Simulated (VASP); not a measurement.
Here is a VASP 6.6.1 calculation.

INCAR

```
SYSTEM = Si5Ge
PREC = Accurate
ENCUT = 520
EDIFF = 1E-7
ISMEAR = 0
SIGMA = 0.1
LREAL = .False.
LASPH = .True.
NELM = 100
ALGO = Normal
ISIF = 2
LWAVE = .False.
LCHARG = .True.
GGA = PE
LELF = .True.
LVHAR = .True.
NBANDS = 26
```

Contents of KPOINTS:

```
regular mesh
0
Gamma
  4 4 6
  0 0 0
```

File POSCAR:

```
Si5Ge
1.0
    5.5428971500      0.0000000000      0.0000000000
    0.0000000000      5.5428971500      0.0000000000
    0.0000000000      0.0000000000      3.7052552400
Si Ge
5 1
Direct
    0.7672436800      0.2327563200      0.5000000000
    0.2327563200      0.7672436800      0.5000000000
    0.7672436800      0.7672436800      0.5000000000
    0.2327563200      0.2327563200      0.5000000000
    0.0000000000      0.0000000000      0.5000000000
    0.0000000000      0.0000000000      0.0000000000
```

Potentials or basis: VASP PAW PBE potentials, release 64 (Si, Ge_d).

Command:

```console
$ cat potpaw_PBE.64/Si/POTCAR potpaw_PBE.64/Ge_d/POTCAR > POTCAR
$ mpirun -np 1 vasp_std > vasp.out
```

(1) Estimate the largest force.

(2) Estimate the pressure.

(3) Estimate the band gap on the k mesh.

## Answers

(1) 13.437 eV/Å.

(2) 66.4 GPa.

(3) zero (bands 17 and 18 overlap by 0.70 eV).

Caveat: the stress differs along the axes, from 61 to 77 GPa; semilocal functionals underestimate gaps, and a narrow one can read as zero; forces of over 1 eV/Å act on the atoms, so gaps and moduli don't describe the material at rest.
